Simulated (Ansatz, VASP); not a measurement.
Two plane-wave programs on Sb

File INCAR:

```
SYSTEM = Sb
ALGO     = Normal         ! electronic algorithm
EDIFF    = 1E-6           ! SCF threshold, eV
ENCUT    = 520            ! plane-wave cutoff, eV
GGA      = PE             ! functional
ISIF     = 2              ! what is computed and relaxed
ISMEAR   = 0              ! smearing method
LASPH    = .TRUE.         ! aspherical terms in the spheres
LCHARG   = .TRUE.         ! write CHGCAR
LELF     = .TRUE.         ! ELF
LREAL    = .FALSE.        ! projectors in reciprocal space
LVHAR    = .TRUE.       
LWAVE    = .FALSE.        ! write WAVECAR
NBANDS   = 30             ! bands
NELM     = 80             ! most SCF steps
PREC     = Accurate       ! precision mode
SIGMA    = 0.1            ! smearing width, eV
```

The input KPOINTS:

```
k-points
0
G
  2 4 4
  0 0 0
```

The input POSCAR:

```
Sb
1.0
   12.9474404186      0.0000000000      0.0000000000
    0.0000000000      4.3654883268      0.0000000000
    0.0000000000      0.0000000000      4.5833643873
Sb
8
Direct
    0.8637808471      0.0000000000      0.0818174771
    0.1113260098      0.5000000000      0.4895804937
    0.3637808471      0.0000000000      0.9181825229
    0.6113260098      0.5000000000      0.5104195063
    0.8886739902      0.5000000000      0.5104195063
    0.1362191529      0.0000000000      0.9181825229
    0.3886739902      0.5000000000      0.4895804937
    0.6362191529      0.0000000000      0.0818174771
```

Input for Ansatz:

```yaml
crystal:
  lattice:
    - [12.9474404186, 0.0, 0.0]
    - [0.0, 4.3654883268, 0.0]
    - [0.0, 0.0, 4.5833643873]
  atoms:
    - { symbol: Sb, position: [0.8637808471, 0.0, 0.0818174771] }
    - { symbol: Sb, position: [0.1113260098, 0.5, 0.4895804937] }
    - { symbol: Sb, position: [0.3637808471, 0.0, 0.9181825229] }
    - { symbol: Sb, position: [0.6113260098, 0.5, 0.5104195063] }
    - { symbol: Sb, position: [0.8886739902, 0.5, 0.5104195063] }
    - { symbol: Sb, position: [0.1362191529, 0.0, 0.9181825229] }
    - { symbol: Sb, position: [0.3886739902, 0.5, 0.4895804937] }
    - { symbol: Sb, position: [0.6362191529, 0.0, 0.0818174771] }
basis:
  ecutwfc: 420
kpoints:
  mp_grid: { grid: [2, 4, 4] }
hamiltonian:
  xc: pbe
scf:
  occupations: { method: gaussian, width: 0.1 }
  lower_state_search: "off"
output:
  forces: true
  stress: true
  eigenvalues: true
```

Change from the starting cell: the structure that the rattled cell fell into.

Alike in both runs: task single point; functional PBE; k mesh 2 × 4 × 4; occupations gaussian, width 0.1 eV; no spin polarisation.

|  | VASP | Ansatz |
| --- | --- | --- |
| version | VASP 6.6.1 | Ansatz 0.2.0 |
| potentials or method | VASP PAW PBE potentials, release 64 (Sb), cutoff 520 eV | scalar-relativistic, plane waves, PAW |
| valence electrons in the cell | 40 | 120 |

VASP gave:

- gap on the k mesh at the Fermi level (eV): none
- pressure (GPa): 0.1
- traceless stress, the component that is largest in VASP (GPa): 0.52
- rms of the force components (eV/Å): 0.032

Question: Which values does Ansatz return?

Answer: gap on the k mesh at the Fermi level (eV): none; pressure (GPa): 0.1; traceless stress, the component that is largest in VASP (GPa): 0.53; rms of the force components (eV/Å): 0.044.

Atom by atom the forces differ by 0.022 eV/Å (rms over components). A gap of «none» marks a metal or a gap that the smearing closes. VASP's potentials hold 40 valence electrons a cell and Ansatz's 120, so a difference there can come from the potentials and not from the codes.

Neither program's run includes spin-orbit coupling.
